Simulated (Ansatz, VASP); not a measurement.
# Two plane-wave programs on Rh

INCAR

```
SYSTEM = Rh
  PREC = Accurate
  ENCUT = 520
  EDIFF = 1E-6
  ISMEAR = 0
  SIGMA = 0.15
  LREAL = .False.
  LASPH = .True.
  NELM = 60
  ALGO = Fast
  ISIF = 2
  LWAVE = .False.
  LCHARG = .False.
  GGA = PS
  NBANDS = 22
```

File KPOINTS:

```
Automatic mesh
0
Gamma
  24 24 14
  0 0 0
```

File POSCAR:

```
Rh
1.0
    2.7693981676      0.0000000000      0.0000000000
   -1.3846990838      2.3983691663      0.0000000000
    0.0000000000      0.0000000000      4.3290202437
Rh
2
Direct
    0.6666666667      0.3333333333      0.7500000000
    0.3333333333      0.6666666667      0.2500000000
```

Input for Ansatz:

```yaml
crystal:
  lattice:
    - [2.7693981676, 0.0, 0.0]
    - [-1.3846990838, 2.3983691663, 0.0]
    - [0.0, 0.0, 4.3290202437]
  atoms:
    - { symbol: Rh, position: [0.6666666667, 0.3333333333, 0.75] }
    - { symbol: Rh, position: [0.3333333333, 0.6666666667, 0.25] }
basis:
  ecutwfc: 420
kpoints:
  mp_grid: { grid: [24, 24, 14] }
hamiltonian:
  xc: pbesol
scf:
  occupations: { method: gaussian, width: 0.15 }
output:
  forces: true
  stress: true
  eigenvalues: true
```

Change from the starting cell: strain +0.0300 x Voigt [1, 1, 0, 0, 0, 0], atoms carried along.

Alike in both runs: task single point; functional PBEsol; k mesh 24 × 24 × 14; occupations gaussian, width 0.15 eV; no spin polarisation.

|  | VASP | Ansatz |
| --- | --- | --- |
| version | VASP 6.6.1 | Ansatz 0.2.0 |
| potentials or method | VASP PAW PBE potentials, release 64 (Rh_pv), cutoff 520 eV | scalar-relativistic, plane waves, PAW |
| valence electrons in the cell | 30 | 34 |

|  | VASP | Ansatz | Ansatz less VASP |
| --- | --- | --- | --- |
| gap on the k mesh at the Fermi level (eV) | none | none | - |
| pressure (GPa) | -14.4 | -14.3 | +0.08 |
| traceless stress, the component that is largest in VASP (GPa) | 4.34 | 4.33 | -0.011 |

VASP's potentials were made for PBE, not for PBEsol. A gap of «none» marks a metal or a gap that the smearing closes. VASP's potentials hold 30 valence electrons a cell and Ansatz's 34, so a difference there can come from the potentials and not from the codes.
